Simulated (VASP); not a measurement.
# Ni (Fd-3m) in VASP: a series of runs, part 2 of 2

VASP 6.6.1. The steps go on from the part before.

### Step 5. Single point, r2SCAN

This run uses another cell than the first one, of 15.76 Å³/atom, 1.136 times its volume.

File POSCAR:

```
Ni
1.0
    0.0000000000      2.5072019934      2.5072019934
    2.5072019934      0.0000000000      2.5072019934
    2.5072019934      2.5072019934      0.0000000000
Ni
2
Direct
    0.1250000000      0.1250000000      0.1250000000
    0.8750000000      0.8750000000      0.8750000000
```

File INCAR.step1:

```
PREC = Accurate
ENCUT = 520
ISMEAR = -1
SIGMA = 0.1
LREAL = F
LASPH = T
NELM = 100
NBANDS = 17
GGA = PE
ALGO = Normal
EDIFF = 1E-4
LWAVE = T
LCHARG = F
```

File INCAR.step2:

```
PREC = Accurate
ENCUT = 520
EDIFF = 1E-7
ISMEAR = -1
SIGMA = 0.1
LREAL = F
LASPH = T
NELM = 100
ALGO = Normal
ISIF = 2
LWAVE = F
LCHARG = F
METAGGA = R2SCAN
LMIXTAU = T
NBANDS = 17
ISTART = 1
```

File KPOINTS:

```
regular mesh
0
Gamma
  12 12 12
```

Potentials or basis: VASP PAW PBE potentials, release 64 (Ni).

Run with:

```console
$ cat potpaw_PBE.64/Ni/POTCAR > POTCAR
$ cp INCAR.step1 INCAR
$ mpirun -np 1 vasp_std > vasp.out
$ cp INCAR.step2 INCAR
$ mpirun -np 1 vasp_std > vasp.out
```

OUTCAR:

```text
PREC = Accurate
   ENCUT = 520
   EDIFF = 1E-7
   ISMEAR = -1
   LREAL = F
   LASPH = T
   NELM = 100
   ISIF = 2
   METAGGA = R2SCAN
   ISTART = 1

 ion  position               nearest neighbor table
   1  0.125  0.125  0.125-   2 2.17   2 2.17   2 2.17   2 2.17
   2  0.875  0.875  0.875-   1 2.17   1 2.17   1 2.17   1 2.17

  LATTYP: Found a face centered cubic cell.
 ALAT       =     5.0144039868

  Lattice vectors:

 A1 = (   0.0000000000,   2.5072019934,   2.5072019934)
 A2 = (   2.5072019934,   0.0000000000,   2.5072019934)
 A3 = (   2.5072019934,   2.5072019934,   0.0000000000)

Analysis of symmetry for initial positions (statically):
=====================================================================
 Subroutine PRICEL returns:
 Original cell was already a primitive cell.

 Routine SETGRP: Setting up the symmetry group for a
 face centered cubic supercell.

 Subroutine GETGRP returns: Found 48 space group operations
 (whereof 12 operations were pure point group operations)
 out of a pool of 48 trial point group operations.

The static configuration has the point symmetry D_3d.
 The point group associated with its full space group is O_h .

Analysis of symmetry for dynamics (positions and initial velocities):
=====================================================================
 Subroutine PRICEL returns:
 Original cell was already a primitive cell.

 Routine SETGRP: Setting up the symmetry group for a
 face centered cubic supercell.

 Subroutine GETGRP returns: Found 48 space group operations
 (whereof 12 operations were pure point group operations)
 out of a pool of 48 trial point group operations.

The dynamic configuration has the point symmetry D_3d.
 The point group associated with its full space group is O_h .

 Subroutine INISYM returns: Found 48 space group operations
 (whereof 12 operations are pure point group operations),
[... 104 lines left out ...]
   POTIM  = 0.5000    time-step for ionic-motion
   TEBEG  =    0.0;   TEEND  =   0.0 temperature during run
   PSTRESS=    0.0 pullay stress
   NELECT =      20.0000    total number of electrons
   NUPDOWN=      -1.0000    fix difference up-down
   EMIN   =  10.00;   EMAX   =-10.00  energy-range for DOS
   EFERMI =   0.00;   METHOD = LEGACY
   ISMEAR =    -1;   SIGMA  =   0.10  broadening in eV -4-tet -1-fermi 0-gaus
   EFERMI_NEDOS =   21; number of points for ismear=-14 and -15
   IALGO  =     38    algorithm
   IMIX   =      4    mixing-type and parameters
     AMIX     =   0.40;   BMIX     =  1.00
     AMIX_MAG =   1.60;   BMIX_MAG =  1.00
  volume/ion in A,a.u.               =      15.76       106.36
  Fermi-wavevector in a.u.,A,eV,Ry     =   1.406756  2.658384 26.925427  1.978963
  Thomas-Fermi vector in A             =   2.529084
   LORBIT       =      0    0 simple, 1 ext, 2 COOP (PROOUT), +10 PAW based schemes
   METAGGA = R2SCAN    functional components
   LHFCALC =     F    Hartree Fock is set to
   AEXX    =    0.0000 exact exchange contribution
   IVDW    =     0    specifies the selected vdW correction
   LEPSILON=     F    determine dielectric tensor
   LRPA    =     F    only Hartree local field effects (RPA)
 non-spin polarized calculation
  energy-cutoff  :      520.00
  volume of cell :       31.52
 maximum number of plane-waves:       881
   NGX = 13   NGY = 13   NGZ = 13

 number of electron      19.9999989 magnetization

 Free energy of the ion-electron system (eV)
  ---------------------------------------------------
  ext. energy  EPLUGINS =         0.00000000
  ---------------------------------------------------
  free energy    TOTEN  =       -21.16175831 eV

  energy without entropy =      -20.95639904  energy(sigma->0) =      -21.05907867

 E-fermi :   4.8647     XC(G=0): -11.5885

 val. band max:        4.8635473140   @ k =   0.4167   0.1667   0.0833
 cond. band min:       4.8660376023   @ k =  -0.3333   0.3333   0.0000
 fundamental gap:      0.0024902883
 Fermi energy:         4.8646699301

 k-point     1 :       0.0000    0.0000    0.0000
  band No.  band energies     occupation
      1      -1.9266      2.00000
      2       2.0099      2.00000
      3       2.0099      2.00000
      4       2.0709      2.00000
      5       2.0709      2.00000
      6       2.0709      2.00000
[... 457 lines left out ...]
      4       2.0757      2.00000
      5       2.4018      2.00000
      6       2.5489      2.00000
[... 9 lines left out ...]
     16      20.2726      0.00000
     17      21.3598      0.00000

 [... further k-points ...]
[... 5 lines left out ...]
  --------------------------------------------------------------------------------------
  -------------------------------------------------------------------------------------
  Total       -0.0031096     -0.0031096     -0.0031096     -0.0000000      0.0000000      0.0000000
  in kB       -0.1580570     -0.1580570     -0.1580570     -0.0000000      0.0000000      0.0000000
  external PRESSURE =      -0.1580570 kB  Pullay stress =       0.0000000 kB

 VOLUME and BASIS-vectors are now :
 -----------------------------------------------------------------------------
  energy-cutoff  :      520.00
  volume of cell :       31.52
      direct lattice vectors                 reciprocal lattice vectors
     0.000000000  2.507201993  2.507201993    -0.199425496  0.199425496  0.199425496
     2.507201993  0.000000000  2.507201993     0.199425496 -0.199425496  0.199425496
     2.507201993  2.507201993  0.000000000     0.199425496  0.199425496 -0.199425496

 POSITION                                       TOTAL-FORCE (eV/Angst)
 -----------------------------------------------------------------------------------
      0.62680      0.62680      0.62680         0.000000      0.000000      0.000000
      4.38760      4.38760      4.38760        -0.000000     -0.000000     -0.000000
 -----------------------------------------------------------------------------------
    total drift:                                0.000000      0.000000     -0.000000

  FREE ENERGIE OF THE ION-ELECTRON SYSTEM (eV)
  ---------------------------------------------------
  free  energy   TOTEN  =       -21.1617583051 eV

  energy  without entropy=      -20.9563990446  energy(sigma->0) =      -21.05907867
```

OUTCAR.step1:

```text
PREC = Accurate
   ENCUT = 520
   ISMEAR = -1
   LREAL = F
   LASPH = T
   NELM = 100
[... 700 lines left out ...]
 -----------------------------------------------------------------------------------
      0.62680      0.62680      0.62680         0.000000      0.000000      0.000000
      4.38760      4.38760      4.38760        -0.000000     -0.000000     -0.000000
 -----------------------------------------------------------------------------------
    total drift:                                0.000000      0.000000     -0.000000

  FREE ENERGIE OF THE ION-ELECTRON SYSTEM (eV)
  ---------------------------------------------------
  free  energy   TOTEN  =        -8.4622065831 eV

  energy  without entropy=       -8.2548613385  energy(sigma->0) =       -8.35853396
```

It took 2 min on 1 thread of Intel Xeon Platinum 8488C (Sapphire Rapids), shared host; peak memory 0.18 GiB.

What came out:

```yaml
Free_energy: -21.1618 eV
Pressure: 0.0 GPa
Band_gap_on_the_k_mesh: zero (band 10 reaches 4.95 eV, above the bottom of band 11 at 4.63 eV)
```

Caveat: the PAW data sets were made with another functional, which shifts forces and pressure a little; the run has no spin polarisation, though such a crystal can be magnetic. Spin polarisation is off, so any magnetic state and its effect on volume and gap are missing.

### Step 6. Summary

```csv
cell,gap on the mesh (eV),pressure (GPa)
"a = 3.398 Å, angles 60.0°, 2 atoms",none,17.8
"a = 3.449 Å, angles 60.0°, 2 atoms",none,10.6
"a = 3.498 Å, angles 60.0°, 2 atoms",none,4.8
"a = 3.546 Å, angles 60.0°, 2 atoms",none,0.0
```

Alike in all rows: task single point; level r2SCAN; potentials or basis VASP PAW PBE potentials, release 64 (Ni); no spin polarisation; k mesh 12 × 12 × 12; cutoff (eV) 520; smearing fermi-dirac 0.1 eV.

Caveats: the PAW data sets were made with another functional, which shifts forces and pressure a little; the run has no spin polarisation, though such a crystal can be magnetic.

Total energies depend on the potentials used, so only differences within one code and one set of settings carry meaning.
